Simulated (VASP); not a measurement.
# Hg (Pm-3m) in VASP: relaxation of cell and atoms with PBE

Aim: the relaxation of cell and atoms of Hg with PBE.

All numbers are computed with VASP 6.6.1; they aren't measurements. Logs are shortened: lines on timing, memory, paths and dates and some standing lists are left out, and cuts for length are marked.

**1. The cell of the first run**

It takes space group Pm-3m (No. 221, cubic). The conventional cell has a = 3.125 Å, b = 3.125 Å, c = 3.125 Å, α = 90.00°, β = 90.00°, γ = 90.00°. Hg (site symmetry m-3m) has 6 Hg at 3.12 Å within 4.1 Å.

**2. Relaxation of cell and atoms, PBE**

Contents of INCAR:

```
  ALGO = Normal
  EDIFF = 1E-7
  EDIFFG = -0.005
  ENCUT = 550
  GGA = PE
  GGA_COMPAT = F
  IBRION = 2
  ISIF = 3
  ISMEAR = -1
  LASPH = T
  LCHARG = F
  LREAL = F
  LWAVE = F
  NELM = 120
  NELMIN = 4
  NSW = 100
  PREC = Accurate
  SIGMA = 0.05
```

Contents of KPOINTS:

```
k-points
0
Gamma
  12 12 12
```

Contents of POSCAR:

```
Hg
1.0
    3.1249785760      0.0000000000      0.0000000000
    0.0000000000      3.1249785760      0.0000000000
    0.0000000000      0.0000000000      3.1249785760
Hg
1
Direct
    0.0000000000      0.0000000000      0.0000000000
```

Potentials or basis: VASP PAW PBE potentials, release 64 (Hg_sv_GW).

Launch:

```sh
$ cat potpaw_PBE.64/Hg_sv_GW/POTCAR > POTCAR
$ mpirun -np 1 vasp_std > vasp.out
```

OUTCAR:

```text
EDIFF = 1E-7
   EDIFFG = -0.005
   ENCUT = 550
   GGA = PE
   IBRION = 2
   ISIF = 3
   ISMEAR = -1
   LASPH = T
   LREAL = F
   NELM = 120
   NELMIN = 4
   NSW = 100
   PREC = Accurate

 ion  position               nearest neighbor table
   1  0.000  0.000  0.000-

  LATTYP: Found a simple cubic cell.
 ALAT       =     3.1249785760

  Lattice vectors:

 A1 = (   3.1249785760,   0.0000000000,   0.0000000000)
 A2 = (   0.0000000000,   3.1249785760,   0.0000000000)
 A3 = (   0.0000000000,   0.0000000000,   3.1249785760)

Analysis of symmetry for initial positions (statically):
=====================================================================
 Subroutine PRICEL returns:
 Original cell was already a primitive cell.

 Routine SETGRP: Setting up the symmetry group for a
 simple cubic supercell.

 Subroutine GETGRP returns: Found 48 space group operations
 (whereof 48 operations were pure point group operations)
 out of a pool of 48 trial point group operations.

The static configuration has the point symmetry O_h .

Analysis of symmetry for dynamics (positions and initial velocities):
=====================================================================
 Subroutine PRICEL returns:
 Original cell was already a primitive cell.

 Routine SETGRP: Setting up the symmetry group for a
 simple cubic supercell.

 Subroutine GETGRP returns: Found 48 space group operations
 (whereof 48 operations were pure point group operations)
 out of a pool of 48 trial point group operations.

The dynamic configuration has the point symmetry O_h .

 Subroutine INISYM returns: Found 48 space group operations
 (whereof 48 operations are pure point group operations),
 and found     1 'primitive' translations

----------------------------------------------------------------------------------------

                                     Primitive cell

  volume of cell :      30.5170

  direct lattice vectors                    reciprocal lattice vectors
     3.124978576  0.000000000  0.000000000     0.320002194  0.000000000  0.000000000
     0.000000000  3.124978576  0.000000000     0.000000000  0.320002194  0.000000000
     0.000000000  0.000000000  3.124978576     0.000000000  0.000000000  0.320002194

  length of vectors
     3.124978576  3.124978576  3.124978576     0.320002194  0.320002194  0.320002194

  position of ions in fractional coordinates (direct lattice)
     0.000000000  0.000000000  0.000000000

  ion indices of the primitive-cell ions
   primitive index   ion index
                 1           1

----------------------------------------------------------------------------------------

 KPOINTS: k-points

Automatic generation of k-mesh.
 Grid dimensions read from file:
 generate k-points for:   12   12   12

 Generating k-lattice:

  Cartesian coordinates                     Fractional coordinates (reciprocal lattice)
     0.026666849  0.000000000  0.000000000     0.083333333  0.000000000  0.000000000
     0.000000000  0.026666849  0.000000000     0.000000000  0.083333333  0.000000000
     0.000000000  0.000000000  0.026666849     0.000000000  0.000000000  0.083333333

  Length of vectors
     0.026666849  0.026666849  0.026666849

  Shift w.r.t. Gamma in fractional coordinates (k-lattice)
     0.000000000  0.000000000  0.000000000

 Subroutine IBZKPT returns following result:
 ===========================================

 Found     84 irreducible k-points:

 Following reciprocal coordinates:
            Coordinates               Weight
  0.000000  0.000000  0.000000      1.000000
  0.083333  0.000000  0.000000      6.000000
  0.166667  0.000000  0.000000      6.000000
  0.250000  0.000000  0.000000      6.000000
  0.333333  0.000000  0.000000      6.000000
  0.416667  0.000000  0.000000      6.000000
[... 16 lines left out ...]
  0.333333  0.333333  0.000000     12.000000
  0.416667  0.333333  0.000000     24.000000
 [... further k-points ...]
   k-points           NKPTS =     84   k-points in BZ     NKDIM =     84   number of bands    NBANDS=     14
   number of dos      NEDOS =    301   number of ions     NIONS =      1
   total plane-waves  NPLWV =  13824
   dimension x,y,z NGX =    24 NGY =   24 NGZ =   24
   dimension x,y,z NGXF=    48 NGYF=   48 NGZF=   48
   ions per type =               1
   NGX,Y,Z   is equivalent  to a cutoff of  12.77, 12.77, 12.77 a.u.
   NGXF,Y,Z  is equivalent  to a cutoff of  25.54, 25.54, 25.54 a.u.
 SYSTEM =  unknown system
   PREC   = accura    normal or accurate (medium, high low for compatibility)
   ISTART =      0    job   : 0-new  1-cont  2-samecut
   ICHARG =      2    charge: 1-file 2-atom 10-const
   ISPIN  =      1    spin polarized calculation?
   LNONCOLLINEAR =      F non collinear calculations
   LSORBIT =      F    spin-orbit coupling
   LASPH  =      T    aspherical Exc in radial PAW
   ENCUT  =  550.0 eV  40.42 Ry    6.36 a.u.   5.98  5.98  5.98*2*pi/ulx,y,z
   NELM   =    120;   NELMIN=  4; NELMDL= -5     # of ELM steps
   EDIFF  = 0.1E-06   stopping-criterion for ELM
   LREAL  =      F    real-space projection
   EDIFFG = -.5E-02   stopping-criterion for IOM
   NSW    =    100    number of steps for IOM
   IBRION =      2    ionic relax: 0-MD 1-quasi-New 2-CG
   NFREE  =      1    steps in history (QN), initial steepest desc. (CG)
   ISIF   =      3    stress and relaxation
   ISYM   =      2    0-nonsym 1-usesym 2-fastsym
   POTIM  = 0.5000    time-step for ionic-motion
   TEBEG  =    0.0;   TEEND  =   0.0 temperature during run
   PSTRESS=    0.0 pullay stress
   NELECT =      20.0000    total number of electrons
   NUPDOWN=      -1.0000    fix difference up-down
   EMIN   =  10.00;   EMAX   =-10.00  energy-range for DOS
   EFERMI =   0.00;   METHOD = LEGACY
   ISMEAR =    -1;   SIGMA  =   0.05  broadening in eV -4-tet -1-fermi 0-gaus
   EFERMI_NEDOS =   21; number of points for ismear=-14 and -15
   IALGO  =     38    algorithm
   IMIX   =      4    mixing-type and parameters
     AMIX     =   0.40;   BMIX     =  1.00
     AMIX_MAG =   1.60;   BMIX_MAG =  1.00
  volume/ion in A,a.u.               =      30.52       205.94
  Fermi-wavevector in a.u.,A,eV,Ry     =   1.422016  2.687220 27.512738  2.022129
  Thomas-Fermi vector in A             =   2.542764
   LORBIT       =      0    0 simple, 1 ext, 2 COOP (PROOUT), +10 PAW based schemes
   GGA     = PE    functional components
   LHFCALC =     F    Hartree Fock is set to
   AEXX    =    0.0000 exact exchange contribution
   IVDW    =     0    specifies the selected vdW correction
   LEPSILON=     F    determine dielectric tensor
   LRPA    =     F    only Hartree local field effects (RPA)
 conjugate gradient relaxation of ions
 non-spin polarized calculation
  energy-cutoff  :      550.00
  volume of cell :       30.52
 maximum number of plane-waves:       922
 NGX is ok and might be reduce to    24
   NGX = 11   NGY = 11   NGZ = 11

--------------------------------------- Ionic step        1  -------------------------------------------

 number of electron      20.0000000 magnetization

 Free energy of the ion-electron system (eV)
  ---------------------------------------------------
  ext. energy  EPLUGINS =         0.00000000
  ---------------------------------------------------
  free energy    TOTEN  =        -0.17386491 eV

  energy without entropy =       -0.16923187  energy(sigma->0) =       -0.17154839

------------------------ aborting loop because EDIFF is reached ----------------------------------------

  FORCE on cell =-STRESS in cart. coord.  units (eV):
  Direction    XX          YY          ZZ          XY          YZ          ZX
  --------------------------------------------------------------------------------------
  -------------------------------------------------------------------------------------
  Total       -0.0848236     -0.0848236     -0.0848236      0.0000000      0.0000000     -0.0000000
  in kB       -4.4533409     -4.4533409     -4.4533409      0.0000000      0.0000000     -0.0000000
  external PRESSURE =      -4.4533409 kB  Pullay stress =       0.0000000 kB
[... 90 lines left out ...]
  energy  without entropy=       -0.1719928855  energy(sigma->0) =       -0.17388416

--------------------------------------- Ionic step        4  -------------------------------------------

 number of electron      19.9999995 magnetization

 Free energy of the ion-electron system (eV)
  ---------------------------------------------------
  ext. energy  EPLUGINS =         0.00000000
  ---------------------------------------------------
  free energy    TOTEN  =        -0.17578566 eV

  energy without entropy =       -0.17211909  energy(sigma->0) =       -0.17395237

 E-fermi :   4.0409     XC(G=0):  -9.9706

 val. band max:        3.9878032797   @ k =   0.4167   0.0833   0.0000
 cond. band min:       4.0775956355   @ k =   0.5000   0.2500   0.0833
 fundamental gap:      0.0897923558
 Fermi energy:         4.0409076288

 k-point     1 :       0.0000    0.0000    0.0000
  band No.  band energies     occupation
      1    -110.8164      2.00000
      2     -59.1383      2.00000
      3     -59.1383      2.00000
      4     -59.1383      2.00000
      5      -3.7991      2.00000
      6      -3.6585      2.00000
      7      -3.6585      2.00000
      8      -1.8838      2.00000
      9      -1.8838      2.00000
     10      -1.8838      2.00000
     11      13.4866      0.00000
     12      13.4866      0.00000
     13      13.4866      0.00000
     14      16.7613      0.00000
[... 375 lines left out ...]
 k-point    24 :       0.4167    0.3333    0.0000
  band No.  band energies     occupation
      1    -110.8151      2.00000
      2     -59.1674      2.00000
      3     -59.1609      2.00000
      4     -59.1343      2.00000
      5      -3.3145      2.00000
      6      -3.1654      2.00000
      7      -2.3371      2.00000
      8      -2.2304      2.00000
      9      -1.9274      2.00000
     10       1.5336      2.00000
     11       5.6724      0.00000
     12       8.5457      0.00000
     13      13.1264      0.00000
     14      19.2504      0.00000

 [... further k-points ...]

------------------------ aborting loop because EDIFF is reached ----------------------------------------

  FORCE on cell =-STRESS in cart. coord.  units (eV):
  Direction    XX          YY          ZZ          XY          YZ          ZX
  --------------------------------------------------------------------------------------
  -------------------------------------------------------------------------------------
  Total        0.0028271      0.0028271      0.0028271      0.0000000     -0.0000000      0.0000000
  in kB        0.1544384      0.1544384      0.1544384      0.0000000     -0.0000000      0.0000000
  external PRESSURE =       0.1544384 kB  Pullay stress =       0.0000000 kB
[... 16 lines left out ...]
  FREE ENERGIE OF THE ION-ELECTRON SYSTEM (eV)
  ---------------------------------------------------
  free  energy   TOTEN  =        -0.1757856592 eV

  energy  without entropy=       -0.1721190854  energy(sigma->0) =       -0.17395237

 reached required accuracy - stopping structural energy minimisation
```

Wall time 33 s (1 thread of Intel Xeon 6975P-C (Granite Rapids), shared host); peak memory 0.19 GiB.

Results:

```
Free energy                           : -0.1758 eV
Relaxed volume                        : 29.33 Å³/atom
Relaxed cell                          : a = 3.084 Å, b = 3.084 Å, c = 3.084 Å, α = 90.00°, β = 90.00°, γ = 90.00°
Space group after relaxing (to 0.1 Å) : Pm-3m (No. 221)
Energy gained by relaxing             : 1.9 meV/atom
Ionic steps                           : 4
Pressure after relaxing               : 0.0 GPa
Band gap on the k mesh                : zero (bands 10 and 11 overlap by 5.19 eV)
```

The path:
```csv
step,energy change (eV),largest force (eV/Å),pressure (GPa),volume (Å³)
1,0.0000,0.0000,-0.45,30.52
2,-0.0009,0.0000,-0.36,30.14
3,-0.0019,0.0000,-0.05,29.43
4,-0.0019,0.0000,0.02,29.33
```

Final structure:
```xyz
1
Lattice="3.0839 0.0000 0.0000 0.0000 3.0839 0.0000 0.0000 0.0000 3.0839" Properties=species:S:1:pos:R:3 pbc="T T T"
Hg    0.0000    0.0000    0.0000
```

Caveat: spin-orbit coupling is left out, which moves the levels of the heavy elements.

The gap in the log of VASP goes by the Fermi energy; the results here count the filled bands.